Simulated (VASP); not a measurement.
# Rh (P6_3/mmc) in VASP: further runs

Rh is run at these levels: LDA; tasks: single point.

Everything below comes from runs of VASP 6.6.1. Logs are shortened: lines on timing, memory, paths and dates and some standing lists are left out, and cuts for length are marked.

### 1 The cell of the first run

Symmetry: P6_3/mmc, No. 194, hexagonal system. Conventional cell: a = 2.822 Å, b = 2.822 Å, c = 4.543 Å, α = 90.00°, β = 90.00°, γ = 120.00°. Rh (site symmetry -6m2) has 12 Rh at 2.80 to 2.82 Å within 3.7 Å.

This isn't the form of Rh at room conditions, which is fcc.

### 2 Single point, LDA, collinear spin, ferromagnetic start (15.66 Å³/atom)

INCAR reads:

```
SYSTEM = Rh
ALGO = Fast
EDIFF = 1E-7
ENCUT = 520
GGA = CA
ISIF = 2
ISMEAR = 0
ISPIN = 2
LASPH = .TRUE.
LCHARG = .FALSE.
LMAXMIX = 4
LORBIT = 11
LREAL = .FALSE.
LWAVE = .FALSE.
MAGMOM = 1 1
NBANDS = 26
NELM = 150
NUPDOWN = 2.0
PREC = Accurate
SIGMA = 0.15
```

KPOINTS reads:

```
k-points
0
G
  21 21 12
  0 0 0
```

POSCAR reads:

```
Rh
1.0
    2.8216504786      0.0000000000      0.0000000000
   -1.4108252393      2.4436209951      0.0000000000
    0.0000000000      0.0000000000      4.5432630173
Rh
2
Direct
    0.6666666667      0.3333333333      0.7500000000
    0.3333333333      0.6666666667      0.2500000000
```

Potentials or basis: VASP PAW LDA potentials, release 64 (Rh_pv).

On the command line:

```bash
$ cat potpaw_LDA.64/Rh_pv/POTCAR > POTCAR
$ mpirun -np 1 vasp_std > vasp.out
```

OUTCAR:

```text
SYSTEM = Rh
   EDIFF = 1E-7
   ENCUT = 520
   GGA = CA
   ISIF = 2
   ISMEAR = 0
   ISPIN = 2
   LASPH = .TRUE.
   LORBIT = 11
   LREAL = .FALSE.
   NELM = 150
   NUPDOWN = 2.0
   PREC = Accurate

 ion  position               nearest neighbor table
   1  0.667  0.333  0.750-   2 2.80   2 2.80   2 2.80   2 2.80   2 2.80   2 2.80
   2  0.333  0.667  0.250-   1 2.80   1 2.80   1 2.80   1 2.80   1 2.80   1 2.80

  LATTYP: Found a hexagonal cell.
 ALAT       =     2.8216504786
 C/A-ratio  =     1.6101437977

  Lattice vectors:

 A1 = (   2.8216504786,   0.0000000000,   0.0000000000)
 A2 = (  -1.4108252393,   2.4436209951,   0.0000000000)
 A3 = (   0.0000000000,   0.0000000000,   4.5432630173)

Analysis of symmetry for initial positions (statically):
=====================================================================
 Subroutine PRICEL returns:
 Original cell was already a primitive cell.

 Routine SETGRP: Setting up the symmetry group for a
 hexagonal supercell.

 Subroutine GETGRP returns: Found 24 space group operations
 (whereof 12 operations were pure point group operations)
 out of a pool of 24 trial point group operations.

The static configuration has the point symmetry D_3d.
 The point group associated with its full space group is D_6h.

Analysis of symmetry for dynamics (positions and initial velocities):
=====================================================================
 Subroutine PRICEL returns:
 Original cell was already a primitive cell.

 Routine SETGRP: Setting up the symmetry group for a
 hexagonal supercell.

 Subroutine GETGRP returns: Found 24 space group operations
 (whereof 12 operations were pure point group operations)
 out of a pool of 24 trial point group operations.

The dynamic configuration has the point symmetry D_3d.
 The point group associated with its full space group is D_6h.

Analysis of structural, dynamic, and magnetic symmetry:
=====================================================================
 Subroutine PRICEL returns:
 Original cell was already a primitive cell.

 Routine SETGRP: Setting up the symmetry group for a
 hexagonal supercell.

 Subroutine GETGRP returns: Found 24 space group operations
 (whereof 12 operations were pure point group operations)
 out of a pool of 24 trial point group operations.

The overall configuration has the point symmetry D_3d.
 The point group associated with its full space group is D_6h.

 Subroutine INISYM returns: Found 24 space group operations
 (whereof 12 operations are pure point group operations),
 and found     1 'primitive' translations

----------------------------------------------------------------------------------------

                                     Primitive cell

  volume of cell :      31.3260

  direct lattice vectors                    reciprocal lattice vectors
     2.821650479  0.000000000  0.000000000     0.354402506  0.204614382  0.000000000
    -1.410825239  2.443620995  0.000000000     0.000000000  0.409228764  0.000000000
     0.000000000  0.000000000  4.543263017     0.000000000  0.000000000  0.220106121

  length of vectors
     2.821650479  2.821650479  4.543263017     0.409228764  0.409228764  0.220106121

  position of ions in fractional coordinates (direct lattice)
     0.666666667  0.333333333  0.750000000
     0.333333333  0.666666667  0.250000000

  ion indices of the primitive-cell ions
   primitive index   ion index
                 1           1
                 2           2

----------------------------------------------------------------------------------------

 KPOINTS: k-points

Automatic generation of k-mesh.
 Grid dimensions read from file:
 generate k-points for:   21   21   12

 Generating k-lattice:

  Cartesian coordinates                     Fractional coordinates (reciprocal lattice)
     0.016876310  0.009743542  0.000000000     0.047619048 -0.000000000  0.000000000
     0.000000000  0.019487084  0.000000000     0.000000000  0.047619048  0.000000000
     0.000000000  0.000000000  0.018342177     0.000000000  0.000000000  0.083333333

  Length of vectors
     0.019487084  0.019487084  0.018342177

  Shift w.r.t. Gamma in fractional coordinates (k-lattice)
     0.000000000  0.000000000  0.000000000

 Subroutine IBZKPT returns following result:
 ===========================================

 Found    336 irreducible k-points:

 Following reciprocal coordinates:
            Coordinates               Weight
  0.000000  0.000000  0.000000      1.000000
  0.047619 -0.000000  0.000000      6.000000
  0.095238 -0.000000  0.000000      6.000000
  0.142857 -0.000000  0.000000      6.000000
  0.190476 -0.000000  0.000000      6.000000
  0.238095 -0.000000  0.000000      6.000000
[... 16 lines left out ...]
  0.142857  0.095238  0.000000     12.000000
  0.190476  0.095238  0.000000     12.000000
 [... further k-points ...]
   k-points           NKPTS =    336   k-points in BZ     NKDIM =    336   number of bands    NBANDS=     26
   number of dos      NEDOS =    301   number of ions     NIONS =      2
   total plane-waves  NPLWV =  20736
   dimension x,y,z NGX =    24 NGY =   24 NGZ =   36
   dimension x,y,z NGXF=    48 NGYF=   48 NGZF=   72
   ions per type =               2
   NGX,Y,Z   is equivalent  to a cutoff of  14.14, 14.14, 13.17 a.u.
   NGXF,Y,Z  is equivalent  to a cutoff of  28.28, 28.28, 26.35 a.u.
 SYSTEM =  Rh
   PREC   = accura    normal or accurate (medium, high low for compatibility)
   ISTART =      0    job   : 0-new  1-cont  2-samecut
   ICHARG =      2    charge: 1-file 2-atom 10-const
   ISPIN  =      2    spin polarized calculation?
   LNONCOLLINEAR =      F non collinear calculations
   LSORBIT =      F    spin-orbit coupling
   LASPH  =      T    aspherical Exc in radial PAW
   ENCUT  =  520.0 eV  38.22 Ry    6.18 a.u.   5.25  5.25  8.45*2*pi/ulx,y,z
   NELM   =    150;   NELMIN=  2; NELMDL= -5     # of ELM steps
   EDIFF  = 0.1E-06   stopping-criterion for ELM
   LREAL  =      F    real-space projection
   EDIFFG = 0.1E-05   stopping-criterion for IOM
   NSW    =      0    number of steps for IOM
   IBRION =     -1    ionic relax: 0-MD 1-quasi-New 2-CG
   NFREE  =      0    steps in history (QN), initial steepest desc. (CG)
   ISIF   =      2    stress and relaxation
   ISYM   =      2    0-nonsym 1-usesym 2-fastsym
   POTIM  = 0.5000    time-step for ionic-motion
   TEBEG  =    0.0;   TEEND  =   0.0 temperature during run
   PSTRESS=    0.0 pullay stress
   NELECT =      30.0000    total number of electrons
   NUPDOWN=       2.0000    fix difference up-down
   EMIN   =  10.00;   EMAX   =-10.00  energy-range for DOS
   EFERMI =   0.00;   METHOD = LEGACY
   ISMEAR =     0;   SIGMA  =   0.15  broadening in eV -4-tet -1-fermi 0-gaus
   EFERMI_NEDOS =   21; number of points for ismear=-14 and -15
   IALGO  =     68    algorithm
   IMIX   =      4    mixing-type and parameters
     AMIX     =   0.40;   BMIX     =  1.00
     AMIX_MAG =   1.60;   BMIX_MAG =  1.00
  volume/ion in A,a.u.               =      15.66       105.70
  Fermi-wavevector in a.u.,A,eV,Ry     =   1.613666  3.049386 35.428447  2.603917
  Thomas-Fermi vector in A             =   2.708699
   LORBIT       =     11    0 simple, 1 ext, 2 COOP (PROOUT), +10 PAW based schemes
   GGA     = CA    functional components
   LHFCALC =     F    Hartree Fock is set to
   AEXX    =    0.0000 exact exchange contribution
   IVDW    =     0    specifies the selected vdW correction
   LEPSILON=     F    determine dielectric tensor
   LRPA    =     F    only Hartree local field effects (RPA)
 spin polarized calculation
 RMM-DIIS sequential band-by-band and
 Gauss-broadening in eV      SIGMA  =   0.15
  energy-cutoff  :      520.00
  volume of cell :       31.33
 maximum number of plane-waves:       860
 NGX is ok and might be reduce to    24
   NGX = 11   NGY = 11   NGZ = 17

 number of electron      29.9999992 magnetization       1.9999999

 Free energy of the ion-electron system (eV)
  ---------------------------------------------------
  ext. energy  EPLUGINS =         0.00000000
  ---------------------------------------------------
  free energy    TOTEN  =       -16.54684466 eV

  energy without entropy =      -16.50291154  energy(sigma->0) =      -16.52487810

 E-fermi :   9.2157     XC(G=0): -13.5288

 val. band max:        9.6269660570   @ k =   0.3333   0.1429   0.1667
 cond. band min:       9.2178829530   @ k =   0.2857   0.1905   0.2500
 fundamental gap:     -0.4090831040
 Fermi energy:         9.6274748403

 spin component 1

 k-point     1 :       0.0000    0.0000    0.0000
  band No.  band energies     occupation
      1     -37.2589      1.00000
      2     -36.8499      1.00000
      3     -36.8499      1.00000
      4     -36.7777      1.00000
      5     -36.7777      1.00000
      6     -36.7736      1.00000
[... 18 lines left out ...]
     25      31.9258      0.00000
     26      32.2418      0.00000
[... 644 lines left out ...]
      4     -36.8937      1.00000
      5     -36.8186      1.00000
      6     -36.8152      1.00000
[... 18 lines left out ...]
     25      30.0743      0.00000
     26      31.6920      0.00000

 [... further k-points ...]

 spin component 2

 k-point     1 :       0.0000    0.0000    0.0000
  band No.  band energies     occupation
      1     -36.5419      1.00000
      2     -36.1327      1.00000
      3     -36.1327      1.00000
      4     -36.0593      1.00000
      5     -36.0593      1.00000
      6     -36.0459      1.00000
[... 18 lines left out ...]
     25      32.3842      0.00000
     26      32.4463      0.00000
[... 644 lines left out ...]
      4     -36.1776      1.00000
      5     -36.1009      1.00000
      6     -36.0883      1.00000
[... 18 lines left out ...]
     25      30.3063      0.00000
     26      32.0219      0.00000

 [... further k-points ...]
[... 5 lines left out ...]
  --------------------------------------------------------------------------------------
  -------------------------------------------------------------------------------------
  Total       -5.5986144     -5.5986144     -5.7787967      0.0000000      0.0000000      0.0000000
  in kB     -286.3427524   -286.3427524   -295.5582306      0.0000000      0.0000000      0.0000000
  external PRESSURE =    -289.4145784 kB  Pullay stress =       0.0000000 kB

 VOLUME and BASIS-vectors are now :
 -----------------------------------------------------------------------------
  energy-cutoff  :      520.00
  volume of cell :       31.33
      direct lattice vectors                 reciprocal lattice vectors
     2.821650479  0.000000000  0.000000000     0.354402506  0.204614382  0.000000000
    -1.410825239  2.443620995  0.000000000     0.000000000  0.409228764  0.000000000
     0.000000000  0.000000000  4.543263017     0.000000000  0.000000000  0.220106121

 POSITION                                       TOTAL-FORCE (eV/Angst)
 -----------------------------------------------------------------------------------
      1.41083      0.81454      3.40745         0.000000      0.000000      0.000000
     -0.00000      1.62908      1.13582        -0.000000      0.000000      0.000000
 -----------------------------------------------------------------------------------
    total drift:                               -0.000000      0.000000     -0.000000

  FREE ENERGIE OF THE ION-ELECTRON SYSTEM (eV)
  ---------------------------------------------------
  free  energy   TOTEN  =       -16.5468446616 eV

  energy  without entropy=      -16.5029115401  energy(sigma->0) =      -16.52487810

 total charge

# of ion       s       p       d       tot
------------------------------------------
    1        0.364   6.226   6.997  13.586
    2        0.364   6.226   6.997  13.586
--------------------------------------------------
tot          0.727  12.452  13.994  27.173

 magnetization (x)

# of ion       s       p       d       tot
------------------------------------------
    1       -0.000   0.000   0.987   0.987
    2       -0.000   0.000   0.987   0.987
--------------------------------------------------
tot         -0.001   0.000   1.975   1.974
```

Run time: 12 min. Hardware: 1 thread of Intel Xeon 8259CL, shared host; peak memory 0.43 GiB.

What came out:

```yaml
Free_energy: -16.5468 eV
Pressure: -28.9 GPa
Net_moment: 2.00 μB per cell
Site_moments: Rh +0.99 μB
Valence_electrons_inside_the_program's_atomic_spheres: Rh 13.59
```

Stress tensor (GPa, compression positive):
```
-28.63   0.00   0.00
  0.00 -28.63   0.00
  0.00   0.00 -29.56
```

Caveat: the cell stands under tension; the total moment is fixed, so each spin has its own Fermi level and the state may be an excited one.

### 3 Single point, LDA, collinear spin, ferromagnetic start (14.07 Å³/atom)

This run uses another cell than the first one, of 14.07 Å³/atom.

INCAR reads:

```
ALGO     = Fast           # electronic algorithm
EDIFF    = 1E-6           # SCF threshold, eV
ENCUT    = 520            # plane-wave cutoff, eV
GGA      = CA             # functional
ISIF     = 2              # what is computed and relaxed
ISMEAR   = 0              # smearing method
ISPIN    = 2              # spin polarisation
LASPH    = T              # aspherical terms in the spheres
LCHARG   = F              # write CHGCAR
LMAXMIX  = 4              # l up to which the mixer works
LORBIT   = 11             # projections on sites
LREAL    = F              # projectors in reciprocal space
LWAVE    = F              # write WAVECAR
MAGMOM   = 0.875 0.875    # initial moments
NBANDS   = 26             # bands
NELM     = 150            # most SCF steps
NUPDOWN  = 1.75           # fixed moment
PREC     = Accurate       # precision mode
SIGMA    = 0.15           # smearing width, eV
```

KPOINTS reads:

```
k-points
0
Gamma
  21 21 12
```

POSCAR reads:

```
Rh
1.0
    2.7225525176      0.0000000000      0.0000000000
   -1.3612762588      2.3577996434      0.0000000000
    0.0000000000      0.0000000000      4.3837010501
Rh
2
Direct
    0.6666666667      0.3333333333      0.7500000000
    0.3333333333      0.6666666667      0.2500000000
```

Potentials or basis: VASP PAW LDA potentials, release 64 (Rh_pv).

On the command line:

```bash
$ cat potpaw_LDA.64/Rh_pv/POTCAR > POTCAR
$ mpirun -np 1 vasp_std > vasp.out
```

OUTCAR:

```text
EDIFF = 1E-6
   ENCUT = 520
   GGA = CA
   ISIF = 2
   ISMEAR = 0
   ISPIN = 2
   LASPH = T
   LORBIT = 11
   LREAL = F
   NELM = 150
   NUPDOWN = 1.75
   PREC = Accurate

 ion  position               nearest neighbor table
   1  0.667  0.333  0.750-   2 2.70   2 2.70   2 2.70   2 2.70   2 2.70   2 2.70
   2  0.333  0.667  0.250-   1 2.70   1 2.70   1 2.70   1 2.70   1 2.70   1 2.70

  LATTYP: Found a hexagonal cell.
 ALAT       =     2.7225525176
 C/A-ratio  =     1.6101437977
[... 1613 lines left out ...]
  in kB     -104.7537653   -104.7537653   -106.1764342     -0.0000000      0.0000000      0.0000000
  external PRESSURE =    -105.2279883 kB  Pullay stress =       0.0000000 kB

 VOLUME and BASIS-vectors are now :
 -----------------------------------------------------------------------------
  energy-cutoff  :      520.00
  volume of cell :       28.14
      direct lattice vectors                 reciprocal lattice vectors
     2.722552518  0.000000000  0.000000000     0.367302373  0.212062124  0.000000000
    -1.361276259  2.357799643  0.000000000     0.000000000  0.424124248  0.000000000
     0.000000000  0.000000000  4.383701050     0.000000000  0.000000000  0.228117745

 POSITION                                       TOTAL-FORCE (eV/Angst)
 -----------------------------------------------------------------------------------
      1.36128      0.78593      3.28778        -0.000000     -0.000000      0.000000
     -0.00000      1.57187      1.09593         0.000000      0.000000      0.000000
 -----------------------------------------------------------------------------------
    total drift:                               -0.000000      0.000000     -0.000000

  FREE ENERGIE OF THE ION-ELECTRON SYSTEM (eV)
  ---------------------------------------------------
  free  energy   TOTEN  =       -17.0191494470 eV

  energy  without entropy=      -16.9808037444  energy(sigma->0) =      -16.99997660

 total charge

# of ion       s       p       d       tot
------------------------------------------
    1        0.404   6.287   7.059  13.750
    2        0.404   6.287   7.059  13.750
--------------------------------------------------
tot          0.807  12.575  14.118  27.500

 magnetization (x)

# of ion       s       p       d       tot
------------------------------------------
    1        0.001   0.002   0.857   0.860
    2        0.001   0.002   0.857   0.860
--------------------------------------------------
tot          0.001   0.004   1.714   1.720
```

OSZICAR:

```text
N       E                     dE             d eps       ncg     rms          rms(c)
DAV:   1     0.335182023016E+03    0.33518E+03   -0.17788E+04 35128   0.131E+03
DAV:   2    -0.921611506983E+01   -0.34440E+03   -0.32955E+03 36022   0.422E+02
DAV:   3    -0.180133170066E+02   -0.87972E+01   -0.87203E+01 39800   0.749E+01
DAV:   4    -0.180698458573E+02   -0.56529E-01   -0.56509E-01 39404   0.601E+00
DAV:   5    -0.180706037983E+02   -0.75794E-03   -0.75762E-03 42558   0.721E-01    0.152E+01
RMM:   6    -0.170579253761E+02    0.10127E+01   -0.17759E+00 38074   0.969E+00    0.546E+00
RMM:   7    -0.170251523861E+02    0.32773E-01   -0.54273E-02 38224   0.181E+00    0.259E+00
RMM:   8    -0.170164999879E+02    0.86524E-02   -0.10437E-02 41261   0.863E-01    0.109E+00
RMM:   9    -0.170190927616E+02   -0.25928E-02   -0.12236E-03 44213   0.307E-01    0.992E-02
RMM:  10    -0.170191438678E+02   -0.51106E-04   -0.17145E-04 46193   0.113E-01    0.200E-02
RMM:  11    -0.170191474133E+02   -0.35455E-05   -0.35098E-05 47210   0.451E-02    0.617E-03
RMM:  12    -0.170191493796E+02   -0.19663E-05   -0.46833E-06 39602   0.145E-02    0.217E-03
RMM:  13    -0.170191494470E+02   -0.67330E-07   -0.74785E-07 31300   0.623E-03
   1 F= -.17019149E+02 E0= -.16999977E+02  d E =-.383457E-01  mag=     1.7500
```

stdout:

```text
POSCAR found type information on POSCAR Rh
 POSCAR found :  1 types and       2 ions
 scaLAPACK will be used
 LDA part: xc-table for (Slater(with rela. corr.)+CA(PZ))
 , standard interpolation
 POSCAR, INCAR and KPOINTS ok, starting setup
 FFT: planning ... GRIDC
 FFT: planning ... GRID_SOFT
 FFT: planning ... GRID
 WAVECAR not read
 entering main loop
WARNING in EDDRMM: call to ZHEGV failed, returncode =   8  4     26
WARNING in EDDRMM: call to ZHEGV failed, returncode =   8  4     24
```

Wall time 11 min (1 thread of Intel Xeon 8259CL, shared host); peak memory 0.39 GiB.

What came out:

```yaml
Free_energy: -17.0191 eV
Pressure: -10.5 GPa
Net_moment: 1.75 μB per cell
Site_moments: Rh +0.86 μB
Valence_electrons_inside_the_program's_atomic_spheres: Rh 13.75
```

Stress tensor (GPa, compression positive):
```
-10.48   0.00   0.00
  0.00 -10.48   0.00
  0.00   0.00 -10.62
```

Caveat: the cell stands under tension; the total moment is fixed, so each spin has its own Fermi level and the state may be an excited one.
